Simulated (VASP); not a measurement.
Crystal: In.

```
CELL_PARAMETERS angstrom
3.21239 0.00000 0.00000
-1.60619 2.78201 0.00000
0.00000 0.00000 3.00158
ATOMIC_POSITIONS crystal
In 0.00000 0.00000 0.00000
```

This isn't the form of In at room conditions, which is tetragonal.

| Quantity | Value |
| --- | --- |
| Program | VASP 6.6.1 |
| Task | relaxation of cell and atoms |
| Functional | r2SCAN |
| Potentials or basis | VASP PAW PBE potentials, release 64 (In_d) |
| Cutoff | 550 eV |
| k mesh | 21 × 21 × 18 |
| Occupations | gaussian, width 0.1 eV |
| Spin | no spin polarisation |

At the start: pressure 0.4 GPa; volume 26.82 Å³/atom.

Question: Where does the relaxation end?

Answer: Over 5 steps the energy falls by 2.0 meV/atom and the volume is 27.10 Å³/atom (+1.0 %); space group P6/mmm (No. 191, to 0.1 Å) before and after.

The path:
```tsv
step	energy change (eV)	largest force (eV/Å)	pressure (GPa)	volume (Å³)
1	0.0000	0.0000	0.43	26.82
2	-0.0018	0.0000	-0.03	27.11
3	-0.0019	0.0000	-0.23	27.24
4	-0.0019	0.0000	-0.19	27.21
5	-0.0020	0.0000	-0.02	27.10
```

Final structure:
```cif
data_structure
_symmetry_space_group_name_H-M 'P 1'
_symmetry_Int_Tables_number 1
_cell_length_a 3.2015
_cell_length_b 3.2015
_cell_length_c 3.0527
_cell_angle_alpha 90.000
_cell_angle_beta 90.000
_cell_angle_gamma 120.000
_cell_volume 27.10
loop_
_atom_site_label
_atom_site_type_symbol
_atom_site_fract_x
_atom_site_fract_y
_atom_site_fract_z
_atom_site_occupancy
In1 In 0.00000 0.00000 0.00000 1
```

Caveat: the PAW data sets were made with another functional, which shifts forces and pressure a little.
